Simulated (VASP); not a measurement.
# AlCo (P4mm) in VASP: notebook, part 2 of 2

VASP 6.6.1.

## 3. Single point, PBEsol (all Co atoms moved +0.225 Å, as atom 2 along Cartesian [1 0 0])

The input, INCAR:

```
ALGO = Normal
EDIFF = 1E-7
ENCUT = 520
GGA = PS
ISIF = 2
ISMEAR = 0
LASPH = True
LCHARG = False
LREAL = False
LWAVE = False
NBANDS = 13
NELM = 80
PREC = Accurate
SIGMA = 0.15
```

The input, KPOINTS:

```
k-points
0
Gamma
  16 16 16
```

The input, POSCAR:

```
AlCo
1.0
    2.8194032100      0.0000000000      0.0000000000
    0.0000000000      2.8194032100      0.0000000000
    0.0000000000      0.0000000000      2.8194032100
Al Co
1 1
Direct
    0.0000000000      0.0000000000      0.0000000000
    0.5798041228      0.5000000000      0.5000000000
```

Potentials or basis: VASP PAW PBE potentials, release 64 (Al, Co).

Run with:

```sh
$ cat potpaw_PBE.64/Al/POTCAR potpaw_PBE.64/Co/POTCAR > POTCAR
$ mpirun -np 1 vasp_std > vasp.out
```

It took 2.7 min on 1 thread of Intel Xeon 8259CL, shared host; peak memory 0.24 GiB.

Results (log left out):

```yaml
Free_energy: -12.8831 eV
Pressure: 4.9 GPa
Largest_force: 1.794 eV/Å
Band_gap_on_the_k_mesh: zero (bands 6 and 7 overlap by 2.56 eV)
```

Forces on the atoms (eV/Å):
```
Al   1.794  0.000  0.000
Co  -1.794  0.000  0.000
```

Stress tensor (GPa, compression positive):
```
2.61 0.00 0.00
0.00 6.07 0.00
0.00 0.00 6.07
```

Levels at points of the mesh, in eV from the Fermi level:
```csv
k point,band 2,band 3,band 4,band 5,band 6,band 7,band 8,band 9,band 10,band 11
"(0.00, 0.00, 0.00)",-3.19,-3.12,-0.91,-0.84,-0.84,6.17,6.18,6.18,9.00,9.06
"(0.50, 0.00, 0.00)",-6.58,-2.59,-1.74,-1.74,-0.79,0.23,8.64,10.66,10.66,12.18
"(0.00, 0.50, 0.00)",-6.75,-2.53,-1.84,-1.74,-0.74,0.16,8.59,10.85,11.08,11.64
"(0.50, 0.50, 0.00)",-3.44,-2.71,-2.45,-1.63,-1.54,-0.25,2.54,3.66,13.25,16.03
"(0.00, 0.50, 0.50)",-3.12,-2.79,-2.79,-1.42,-1.42,-0.28,2.47,3.65,13.43,14.93
"(0.50, 0.50, 0.50)",-4.03,-4.03,-0.24,-0.21,2.28,2.28,2.50,4.02,5.67,5.67
```

Caveat: the cell differs from its parent crystal (all Co atoms moved +0.225 Å, as atom 2 along Cartesian [1 0 0]); the cell stands under pressure; the PAW data sets were made with another functional, which shifts forces and pressure a little; the run has no spin polarisation, though such a crystal can be magnetic.

## 4. Single point, PBEsol (all Co atoms moved -0.150 Å, as atom 2 along Cartesian [1 0 0])

The input, INCAR:

```
PREC     = Accurate       # precision mode
ENCUT    = 520            # plane-wave cutoff, eV
EDIFF    = 1E-6           # SCF threshold, eV
ISMEAR   = 0              # smearing method
SIGMA    = 0.15           # smearing width, eV
LREAL    = False          # projectors in reciprocal space
LASPH    = True           # aspherical terms in the spheres
NELM     = 60             # most SCF steps
ALGO     = Normal         # electronic algorithm
ISIF     = 2              # what is computed and relaxed
LWAVE    = False          # write WAVECAR
LCHARG   = False          # write CHGCAR
GGA      = PS             # functional
NBANDS   = 13             # bands
```

The input, KPOINTS:

```
regular mesh
0
Gamma
  16 16 16
```

POSCAR: that of step 3 with these lines changed.

```diff
@@ -9,2 +9,2 @@
     0.0000000000      0.0000000000      0.0000000000
-    0.5798041228      0.5000000000      0.5000000000
+    0.4467972515      0.5000000000      0.5000000000
```

Run with:

```sh
$ cat potpaw_PBE.64/Al/POTCAR potpaw_PBE.64/Co/POTCAR > POTCAR
$ mpirun -np 1 vasp_std > vasp.out
```

It took 2.3 min on 1 thread of Intel Xeon 8259CL, shared host; peak memory 0.24 GiB.

Results (log left out):

```
Free energy            : -12.9954 eV
Pressure               : 2.7 GPa
Largest force          : 1.200 eV/Å
Band gap on the k mesh : zero (bands 6 and 7 overlap by 2.60 eV)
```

Forces on the atoms (eV/Å):
```
Al  -1.200  0.000  0.000
Co   1.200  0.000  0.000
```

Stress tensor (GPa, compression positive):
```
1.66 0.00 0.00
0.00 3.17 0.00
0.00 0.00 3.17
```

Levels at points of the mesh, in eV from the Fermi level:
| k point | band 4 | band 5 | band 6 | band 7 | band 8 | band 9 |
| --- | --- | --- | --- | --- | --- | --- |
| (0.00, 0.00, 0.00) | -0.87 | -0.84 | -0.84 | 6.15 | 6.16 | 6.16 |
| (0.50, 0.00, 0.00) | -1.75 | -1.75 | -0.75 | 0.21 | 8.54 | 10.72 |
| (0.00, 0.50, 0.00) | -1.79 | -1.75 | -0.73 | 0.18 | 8.52 | 10.81 |
| (0.50, 0.50, 0.00) | -2.58 | -1.58 | -1.55 | -0.25 | 2.52 | 3.68 |
| (0.00, 0.50, 0.50) | -2.76 | -1.49 | -1.49 | -0.26 | 2.49 | 3.68 |
| (0.50, 0.50, 0.50) | -0.22 | -0.21 | 2.33 | 2.33 | 2.43 | 4.23 |

Caveat: the cell differs from its parent crystal (all Co atoms moved -0.150 Å, as atom 2 along Cartesian [1 0 0]); the PAW data sets were made with another functional, which shifts forces and pressure a little; the run has no spin polarisation, though such a crystal can be magnetic. Spin polarisation is off, so any magnetic state and its effect on volume and gap are missing.

## 5. Single point, PBEsol (all Co atoms moved +0.263 Å, as atom 2 along Cartesian [1 0 0])

The input, INCAR:

```
  PREC = Accurate
  ENCUT = 520
  EDIFF = 1E-6
  ISMEAR = 0
  SIGMA = 0.15
  LREAL = F
  LASPH = T
  NELM = 80
  ALGO = Fast
  ISIF = 2
  LWAVE = F
  LCHARG = F
  GGA = PS
  NBANDS = 13
```

KPOINTS is that of step 4.

POSCAR: that of step 4 with these lines changed.

```diff
@@ -9,2 +9,2 @@
     0.0000000000      0.0000000000      0.0000000000
-    0.4467972515      0.5000000000      0.5000000000
+    0.5931048099      0.5000000000      0.5000000000
```

Run with:

```sh
$ cat potpaw_PBE.64/Al/POTCAR potpaw_PBE.64/Co/POTCAR > POTCAR
$ mpirun -np 1 vasp_std > vasp.out
```

Wall time 1.8 min (1 thread of Intel Xeon 8259CL, shared host); peak memory 0.25 GiB.

The run converged. Its results:

| Item | Value |
| --- | --- |
| Free energy | -12.8103 eV |
| Pressure | 6.2 GPa |
| Largest force | 2.088 eV/Å |
| Band gap on the k mesh | zero (bands 6 and 7 overlap by 2.53 eV) |

Forces in eV/Å, atoms in the order of the input:
```
Al   2.088  0.000  0.000
Co  -2.088  0.000  0.000
```

Stress tensor (GPa, compression positive):
```
3.05 0.00 0.00
0.00 7.82 0.00
0.00 0.00 7.82
```

Levels at points of the mesh, in eV from the Fermi level:
| k point | band 3 | band 4 | band 5 | band 6 | band 7 | band 8 | band 9 | band 10 |
| --- | --- | --- | --- | --- | --- | --- | --- | --- |
| (0.00, 0.00, 0.00) | -3.11 | -0.93 | -0.84 | -0.84 | 6.18 | 6.20 | 6.20 | 9.03 |
| (0.50, 0.00, 0.00) | -2.62 | -1.74 | -1.74 | -0.81 | 0.25 | 8.70 | 10.62 | 10.62 |
| (0.00, 0.50, 0.00) | -2.54 | -1.86 | -1.74 | -0.74 | 0.16 | 8.63 | 10.87 | 11.19 |
| (0.50, 0.50, 0.00) | -2.70 | -2.38 | -1.65 | -1.54 | -0.26 | 2.55 | 3.65 | 13.28 |
| (0.00, 0.50, 0.50) | -2.81 | -2.81 | -1.38 | -1.38 | -0.28 | 2.45 | 3.63 | 13.53 |
| (0.50, 0.50, 0.50) | -4.01 | -0.25 | -0.20 | 2.24 | 2.24 | 2.55 | 3.92 | 5.72 |

Caveat: the cell differs from its parent crystal (all Co atoms moved +0.263 Å, as atom 2 along Cartesian [1 0 0]); the cell stands under pressure; the PAW data sets were made with another functional, which shifts forces and pressure a little; the run has no spin polarisation, though such a crystal can be magnetic. Spin polarisation is off, so any magnetic state and its effect on volume and gap are missing.

## 6. Single point, PBEsol (all Co atoms moved +0.188 Å, as atom 2 along Cartesian [1 0 0])

The input, INCAR:

```
PREC = Accurate ; ENCUT = 520
EDIFF = 1E-7 ; ISMEAR = 0
SIGMA = 0.15 ; LREAL = False
LASPH = True ; NELM = 80
ALGO = Fast ; ISIF = 2
LWAVE = False ; LCHARG = True
GGA = PS ; LELF = True
LVHAR = True ; NBANDS = 13
```

The input, KPOINTS:

```
Automatic mesh
0
Gamma
  16 16 16
```

POSCAR: that of step 5 with these lines changed.

```diff
@@ -9,2 +9,2 @@
     0.0000000000      0.0000000000      0.0000000000
-    0.5931048099      0.5000000000      0.5000000000
+    0.5665034357      0.5000000000      0.5000000000
```

Potentials or basis: VASP PAW PBE potentials, release 64 (Al, Co).

Run with:

```sh
$ cat potpaw_PBE.64/Al/POTCAR potpaw_PBE.64/Co/POTCAR > POTCAR
$ mpirun -np 1 vasp_std > vasp.out
```

Wall time 1.9 min (1 thread of Intel Xeon 8259CL, shared host); peak memory 0.25 GiB.

The run converged. Its results:

- Free energy: -12.9448 eV
- Pressure: 3.6 GPa
- Largest force: 1.498 eV/Å
- Band gap on the k mesh: zero (bands 6 and 7 overlap by 2.58 eV)

Forces on the atoms (eV/Å):
```
Al   1.498  0.000  0.000
Co  -1.498  0.000  0.000
```

Stress tensor (GPa, compression positive):
```
2.01 0.00 0.00
0.00 4.39 0.00
0.00 0.00 4.39
```

Levels at points of the mesh, in eV from the Fermi level:
```
           k point  band 4  band 5  band 6  band 7  band 8  band 9
(0.00, 0.00, 0.00)   -0.89   -0.84   -0.84    6.16    6.17    6.17
(0.50, 0.00, 0.00)   -1.75   -1.75   -0.77    0.22    8.59   10.69
(0.00, 0.50, 0.00)   -1.81   -1.75   -0.73    0.17    8.55   10.83
(0.50, 0.50, 0.00)   -2.52   -1.60   -1.54   -0.25    2.53    3.67
(0.00, 0.50, 0.50)   -2.78   -1.45   -1.45   -0.27    2.48    3.66
(0.50, 0.50, 0.50)   -0.23   -0.21    2.31    2.31    2.46    4.13
```

Caveat: the cell differs from its parent crystal (all Co atoms moved +0.188 Å, as atom 2 along Cartesian [1 0 0]); the cell stands under pressure; the PAW data sets were made with another functional, which shifts forces and pressure a little; the run has no spin polarisation, though such a crystal can be magnetic. Spin polarisation is off, so any magnetic state and its effect on volume and gap are missing.

## 7. Overview

| cell | gap on the mesh (eV) | pressure (GPa) | largest force (eV/Å) |
| --- | --- | --- | --- |
| as given, atomic positions A | none | 8.1 | 2.38 |
| as given, atomic positions B | none | 4.9 | 1.79 |
| as given, atomic positions C | none | 2.7 | 1.20 |
| as given, atomic positions D | none | 6.2 | 2.09 |
| as given, atomic positions E | none | 3.6 | 1.50 |

Alike in all rows: task single point; level PBEsol; potentials or basis VASP PAW PBE potentials, release 64 (Al, Co); no spin polarisation; k mesh 16 × 16 × 16; cutoff (eV) 520; smearing gaussian 0.15 eV.

Caveats: the PAW data sets were made with another functional, which shifts forces and pressure a little; the run has no spin polarisation, though such a crystal can be magnetic; the cell stands under pressure (at least some runs).

Absolute energies hang on the potentials; compare differences alone.
